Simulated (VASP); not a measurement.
# Ti4C in VASP: further runs

Ti4C is run at these levels: PBE; tasks: single point.

Program: VASP 6.6.1. These are calculated values, not measurements. Logs are shortened: lines on timing, memory, paths and dates and some standing lists are left out, and cuts for length are marked.

## 1. The cell of the first run

The cell holds a slab with vacuum, 5 atoms: a = 3.255 Å, b = 3.255 Å, c = 20.179 Å, α = 90.00°, β = 90.00°, γ = 90.00°.

## 2. Single point, PBE

Input file INCAR:

```
PREC = Accurate ; ENCUT = 520
EDIFF = 1E-6 ; ISMEAR = 0
SIGMA = 0.1 ; LREAL = False
LASPH = True ; NELM = 80
ALGO = Normal ; ISIF = 2
LWAVE = False ; LCHARG = False
LDIPOL = True ; IDIPOL = 3
DIPOL = 0.5 0.5 0.354 ; GGA = PE
NBANDS = 34
```

Input file KPOINTS:

```
Automatic mesh
0
Gamma
  8 8 1
```

Input file POSCAR:

```
Ti4C
1.0
    3.2553359278      0.0000000000      0.0000000000
    0.0000000000      3.2553359278      0.0000000000
    0.0000000000      0.0000000000     20.1793674396
Ti C
4 1
Direct
    0.5000000000      0.5000000000      0.1982222690
    0.0000000000      0.0000000000      0.2788822782
    0.5000000000      0.5000000000      0.3551865237
    0.0000000000      0.0000000000      0.4301109767
    0.1250000000      0.2500000000      0.5051319323
```

Potentials or basis: VASP PAW PBE potentials, release 64 (Ti_sv, C).

Command:

```bash
cat potpaw_PBE.64/Ti_sv/POTCAR potpaw_PBE.64/C/POTCAR > POTCAR
mpirun -np 1 vasp_std > vasp.out
```

OUTCAR:

```text
PREC = Accurate
   ENCUT = 520
   EDIFF = 1E-6
   ISMEAR = 0
   LREAL = False
   LASPH = True
   NELM = 80
   ISIF = 2
   GGA = PE

 ion  position               nearest neighbor table
   1  0.500  0.500  0.198-   2 2.82   2 2.82   2 2.82   2 2.82
   2  0.000  0.000  0.279-   3 2.77   3 2.77   3 2.77   3 2.77   1 2.82   1 2.82   1 2.82   1 2.82

   3  0.500  0.500  0.355-   4 2.75   4 2.75   4 2.75   4 2.75   2 2.77   2 2.77   2 2.77   2 2.77

   4  0.000  0.000  0.430-   5 1.77   3 2.75   3 2.75   3 2.75   3 2.75
   5  0.125  0.250  0.505-   4 1.77

  LATTYP: Found a simple tetragonal cell.
 ALAT       =     3.2553359278
 C/A-ratio  =     6.1988587007

  Lattice vectors:

 A1 = (   3.2553359278,   0.0000000000,   0.0000000000)
 A2 = (   0.0000000000,   3.2553359278,   0.0000000000)
 A3 = (   0.0000000000,   0.0000000000,  20.1793674396)

Analysis of symmetry for initial positions (statically):
=====================================================================
 Subroutine PRICEL returns:
 Original cell was already a primitive cell.

 Routine SETGRP: Setting up the symmetry group for a
 simple tetragonal supercell.

 Subroutine GETGRP returns: Found  1 space group operations
 (whereof  1 operations were pure point group operations)
 out of a pool of 16 trial point group operations.

The static configuration has the point symmetry C_1 .

Analysis of symmetry for dynamics (positions and initial velocities):
=====================================================================
 Subroutine PRICEL returns:
 Original cell was already a primitive cell.

 Routine SETGRP: Setting up the symmetry group for a
 simple tetragonal supercell.

 Subroutine GETGRP returns: Found  1 space group operations
 (whereof  1 operations were pure point group operations)
 out of a pool of 16 trial point group operations.

The dynamic configuration has the point symmetry C_1 .

 Subroutine INISYM returns: Found  1 space group operations
 (whereof  1 operations are pure point group operations),
 and found     1 'primitive' translations

----------------------------------------------------------------------------------------

                                     Primitive cell

  volume of cell :     213.8450

  direct lattice vectors                    reciprocal lattice vectors
     3.255335928  0.000000000  0.000000000     0.307187959  0.000000000  0.000000000
     0.000000000  3.255335928  0.000000000     0.000000000  0.307187959  0.000000000
     0.000000000  0.000000000 20.179367440     0.000000000  0.000000000  0.049555567

  length of vectors
[... 97 lines left out ...]
   TEBEG  =    0.0;   TEEND  =   0.0 temperature during run
   PSTRESS=    0.0 pullay stress
   NELECT =      52.0000    total number of electrons
   NUPDOWN=      -1.0000    fix difference up-down
   EMIN   =  10.00;   EMAX   =-10.00  energy-range for DOS
   EFERMI =   0.00;   METHOD = LEGACY
   ISMEAR =     0;   SIGMA  =   0.10  broadening in eV -4-tet -1-fermi 0-gaus
   EFERMI_NEDOS =   21; number of points for ismear=-14 and -15
   IALGO  =     38    algorithm
   IMIX   =      4    mixing-type and parameters
     AMIX     =   0.40;   BMIX     =  1.00
     AMIX_MAG =   1.60;   BMIX_MAG =  1.00
  volume/ion in A,a.u.               =      42.77       288.62
  Fermi-wavevector in a.u.,A,eV,Ry     =   1.021824  1.930968 14.206181  1.044125
  Thomas-Fermi vector in A             =   2.155470
   LORBIT       =      0    0 simple, 1 ext, 2 COOP (PROOUT), +10 PAW based schemes
   GGA     = PE    functional components
   LHFCALC =     F    Hartree Fock is set to
   AEXX    =    0.0000 exact exchange contribution
   IVDW    =     0    specifies the selected vdW correction
   LEPSILON=     F    determine dielectric tensor
   LRPA    =     F    only Hartree local field effects (RPA)
 non-spin polarized calculation
 Gauss-broadening in eV      SIGMA  =   0.10
  energy-cutoff  :      520.00
  volume of cell :      213.85
 maximum number of plane-waves:      5808
   NGX = 13   NGY = 13   NGZ = 75

 number of electron      52.0000023 magnetization

 dipolmoment           0.000000      0.000000      0.210633 electrons x Angstroem

 Free energy of the ion-electron system (eV)
  ---------------------------------------------------
  ext. energy  EPLUGINS =         0.00000000
  ---------------------------------------------------
  free energy    TOTEN  =       -34.07328079 eV

  energy without entropy =      -34.02535441  energy(sigma->0) =      -34.04931760

 E-fermi :  -0.4307     XC(G=0):  -5.1754

 val. band max:       -0.4374911883   @ k =   0.0000   0.3750   0.0000
 cond. band min:      -0.4178087560   @ k =   0.3750   0.2500   0.0000
 fundamental gap:      0.0196824323
 Fermi energy:        -0.4307316393

 k-point     1 :       0.0000    0.0000    0.0000
  band No.  band energies     occupation
      1     -57.5137      2.00000
      2     -56.8370      2.00000
      3     -56.6831      2.00000
      4     -56.3218      2.00000
      5     -33.8628      2.00000
      6     -33.6773      2.00000
[... 877 lines left out ...]
     33       1.3357      0.00000
     34       2.0354      0.00000

 [... further k-points ...]

------------------------ aborting loop because EDIFF is reached ----------------------------------------

 vacuum level on the upper side and lower side of the slab       (xc-potential included)         1.742        -1.849

  FORCE on cell =-STRESS in cart. coord.  units (eV):
  Direction    XX          YY          ZZ          XY          YZ          ZX
  --------------------------------------------------------------------------------------
  -------------------------------------------------------------------------------------
  Total       -1.3091361     -1.4076598     -0.2347981      0.6869091      2.9901124      1.7563080
  in kB       -9.8083555    -10.5465188     -1.7591625      5.1464844     22.4026260     13.1586727
  external PRESSURE =      -7.3713456 kB  Pullay stress =       0.0000000 kB

 VOLUME and BASIS-vectors are now :
 -----------------------------------------------------------------------------
  energy-cutoff  :      520.00
  volume of cell :      213.85
      direct lattice vectors                 reciprocal lattice vectors
     3.255335928  0.000000000  0.000000000     0.307187959  0.000000000  0.000000000
     0.000000000  3.255335928  0.000000000     0.000000000  0.307187959  0.000000000
     0.000000000  0.000000000 20.179367440     0.000000000  0.000000000  0.049555567

 POSITION                                       TOTAL-FORCE (eV/Angst)
 -----------------------------------------------------------------------------------
      1.62767      1.62767      4.00000        -0.064573     -0.075533      0.554389
      0.00000      0.00000      5.62767         0.097921      0.098229     -0.387165
      1.62767      1.62767      7.16744         0.007960      0.205214     -0.695059
      0.00000      0.00000      8.67937        -1.207269     -2.372681      0.438286
      0.40692      0.81383     10.19324         1.165961      2.144771      0.089548
 -----------------------------------------------------------------------------------
    total drift:                                0.000029      0.000060     -0.000173

  FREE ENERGIE OF THE ION-ELECTRON SYSTEM (eV)
  ---------------------------------------------------
  free  energy   TOTEN  =       -34.0732807913 eV

  energy  without entropy=      -34.0253544112  energy(sigma->0) =      -34.04931760

 vacuum level on the upper side and lower side of the slab         6.374         2.694
```

OSZICAR:

```text
N       E                     dE             d eps       ncg     rms          rms(c)
DAV:   1     0.618937850034E+03    0.61894E+03   -0.28009E+04  2656   0.152E+03
DAV:   2     0.458874414918E+02   -0.57305E+03   -0.56140E+03  2440   0.478E+02
DAV:   3    -0.288437321959E+02   -0.74731E+02   -0.72667E+02  4026   0.150E+02
[... 22 lines left out ...]
DAV:  26    -0.340732632654E+02   -0.21092E-04   -0.29033E-06  1902   0.866E-03    0.377E-03
DAV:  27    -0.340732737670E+02   -0.10502E-04   -0.10692E-06  1764   0.667E-03    0.172E-03
DAV:  28    -0.340732772682E+02   -0.35012E-05   -0.32727E-07  1606   0.310E-03    0.877E-04
DAV:  29    -0.340732801875E+02   -0.29193E-05   -0.31612E-07  1672   0.230E-03    0.376E-04
DAV:  30    -0.340732807913E+02   -0.60384E-06   -0.86221E-08  1470   0.179E-03
   1 F= -.34073281E+02 E0= -.34049318E+02  d E =-.479264E-01
```

Run time: 3.9 min. Hardware: 1 thread of AMD EPYC 9R45 (Zen 5), shared host; peak memory 0.37 GiB.

Results:

- Free energy: -34.0733 eV
- Largest force: 2.698 eV/Å
- Band gap on the k mesh: zero (band 26 reaches -0.13 eV, above the bottom of band 27 at -0.73 eV)

Forces on the atoms (eV/Å):
```
Ti  -0.065 -0.076  0.554
Ti   0.098  0.098 -0.387
Ti   0.008  0.205 -0.695
Ti  -1.207 -2.373  0.438
C    1.166  2.145  0.090
```

## 3. Single point, PBE

Input file INCAR:

```
  PREC = Accurate
  ENCUT = 520
  EDIFF = 1E-7
  ISMEAR = 0
  SIGMA = 0.1
  LREAL = F
  LASPH = T
  NELM = 60
  ALGO = Normal
  ISIF = 2
  LWAVE = F
  LCHARG = F
  LDIPOL = T
  IDIPOL = 3
  DIPOL = 0.5 0.5 0.346
  GGA = PE
  NBANDS = 34
```

Input file KPOINTS:

```
regular mesh
0
Gamma
  8 8 1
```

POSCAR, as its differences from that of step 2:

```diff
@@ -12,2 +12,2 @@
     0.0000000000      0.0000000000      0.4301109767
-    0.1250000000      0.2500000000      0.5051319323
+    0.2500000000      0.3750000000      0.4681624426
```

Potentials or basis: VASP PAW PBE potentials, release 64 (Ti_sv, C).

Command:

```bash
cat potpaw_PBE.64/Ti_sv/POTCAR potpaw_PBE.64/C/POTCAR > POTCAR
mpirun -np 1 vasp_std > vasp.out
```

It took 4.1 min on 1 thread of AMD EPYC 9R45 (Zen 5), shared host; peak memory 0.37 GiB.

It converged, with:

| Quantity | Value |
| --- | --- |
| Free energy | -36.2456 eV |
| Largest force | 6.799 eV/Å |
| Band gap on the k mesh | zero (band 26 reaches 0.09 eV, above the bottom of band 27 at -0.44 eV) |

Forces in eV/Å, atoms in the order of the input:
```
Ti  -0.070 -0.078  0.430
Ti   0.109  0.180 -0.712
Ti  -0.134 -0.140 -0.013
Ti  -4.075 -5.331  0.213
C    4.172  5.368  0.083
```

Levels at points of the mesh, in eV from the Fermi level:
| k point | band 22 | band 23 | band 24 | band 25 | band 26 | band 27 | band 28 | band 29 | band 30 | band 31 |
| --- | --- | --- | --- | --- | --- | --- | --- | --- | --- | --- |
| (0.00, 0.00, 0.00) | -1.83 | -1.39 | -1.18 | 0.09 | 0.22 | 0.96 | 0.98 | 1.04 | 1.11 | 1.23 |
| (0.50, 0.00, 0.00) | -1.50 | -1.28 | -0.43 | -0.10 | 0.06 | 0.14 | 0.41 | 0.92 | 1.17 | 1.66 |
| (0.00, 0.50, 0.00) | -1.03 | -0.65 | -0.36 | -0.08 | 0.03 | 0.18 | 0.50 | 0.87 | 0.99 | 1.48 |
| (0.50, 0.50, 0.00) | -0.85 | -0.62 | -0.53 | -0.46 | -0.37 | 0.05 | 0.19 | 0.40 | 1.99 | 2.07 |

## 4. Single point, PBE

Input file INCAR:

```
PREC     = Accurate       # precision mode
ENCUT    = 520            # plane-wave cutoff, eV
EDIFF    = 1E-6           # SCF threshold, eV
ISMEAR   = 0              # smearing method
SIGMA    = 0.1            # smearing width, eV
LREAL    = F              # projectors in reciprocal space
LASPH    = T              # aspherical terms in the spheres
NELM     = 60             # most SCF steps
ALGO     = Normal         # electronic algorithm
ISIF     = 2              # what is computed and relaxed
LWAVE    = F              # write WAVECAR
LCHARG   = F              # write CHGCAR
LDIPOL   = T            
IDIPOL   = 3            
DIPOL    = 0.5 0.5 0.350
GGA      = PE             # functional
NBANDS   = 34             # bands
```

Input file KPOINTS:

```
Automatic mesh
0
Gamma
  8 8 1
```

POSCAR, as its differences from that of step 3:

```diff
@@ -12,2 +12,2 @@
     0.0000000000      0.0000000000      0.4301109767
-    0.2500000000      0.3750000000      0.4681624426
+    0.1250000000      0.3750000000      0.4872274212
```

Command:

```bash
cat potpaw_PBE.64/Ti_sv/POTCAR potpaw_PBE.64/C/POTCAR > POTCAR
mpirun -np 1 vasp_std > vasp.out
```

Wall time 3.9 min (1 thread of AMD EPYC 9R45 (Zen 5), shared host); peak memory 0.37 GiB.

It converged, with:

```yaml
Free_energy: -35.2029 eV
Largest_force: 4.190 eV/Å
Band_gap_on_the_k_mesh: zero (band 26 reaches -0.14 eV, above the bottom of band 27 at -0.62 eV)
```

Forces in eV/Å, atoms in the order of the input:
```
Ti  -0.091 -0.081  0.527
Ti   0.131  0.143 -0.617
Ti  -0.114  0.092 -0.339
Ti  -1.446 -3.915  0.375
C    1.519  3.761  0.054
```

Levels at points of the mesh, in eV from the Fermi level:
```tsv
k point	band 24	band 25	band 26	band 27	band 28	band 29
(0.00, 0.00, 0.00)	-0.79	0.19	0.22	0.91	0.95	0.99
(0.50, 0.00, 0.00)	-0.44	-0.13	0.07	0.19	0.44	0.98
(0.00, 0.50, 0.00)	-0.27	-0.12	-0.04	0.22	0.43	0.87
(0.50, 0.50, 0.00)	-0.55	-0.38	-0.26	0.07	0.24	0.65
```
